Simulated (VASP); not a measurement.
Here is a VASP 6.6.1 calculation.

Contents of INCAR:

```
SYSTEM = SnSe
  PREC = Accurate
  ENCUT = 520
  EDIFF = 1E-6
  ISMEAR = 0
  SIGMA = 0.03
  LREAL = .False.
  LASPH = .True.
  NELM = 100
  ALGO = Normal
  ISIF = 2
  LWAVE = .False.
  LCHARG = .False.
  GGA = PE
  IVDW = 12
  NBANDS = 50
```

The input KPOINTS:

```
Automatic mesh
0
Gamma
  6 4 4
  0 0 0
```

POSCAR

```
SnSe
1.0
   -4.2220107900      0.0000000000      0.0000000000
    0.0000000000      0.0000000000     -5.9710971952
    0.0000000000     -8.4440215800      0.0000000000
Sn Se
4 4
Direct
    0.5000000000      0.7499112807      0.0000000000
    0.5000000000      0.7499112807      0.5000000000
    1.0000000000      0.2500887193      0.2500000000
    1.0000000000      0.2500887193      0.7500000000
    0.5000000000      0.2500648129      0.5000000000
    0.5000000000      0.2500648129      1.0000000000
    0.0000000000      0.7499351871      0.2500000000
    0.0000000000      0.7499351871      0.7500000000
```

Potentials or basis: VASP PAW PBE potentials, release 64 (Sn_d, Se).

Launch:

```bash
$ cat potpaw_PBE.64/Sn_d/POTCAR potpaw_PBE.64/Se/POTCAR > POTCAR
$ mpirun -np 1 vasp_std > vasp.out
```

Estimate the band gap on the k mesh.

0.58 eV.

What does it give for the pressure?

0.0 GPa.

Stress tensor (GPa, compression positive):
```
-0.21  0.00  0.00
 0.00 -0.22  0.00
 0.00  0.00  0.43
```

Caveat: spin-orbit coupling is left out, which moves the levels of the heavy elements. A k mesh can miss the band edges.
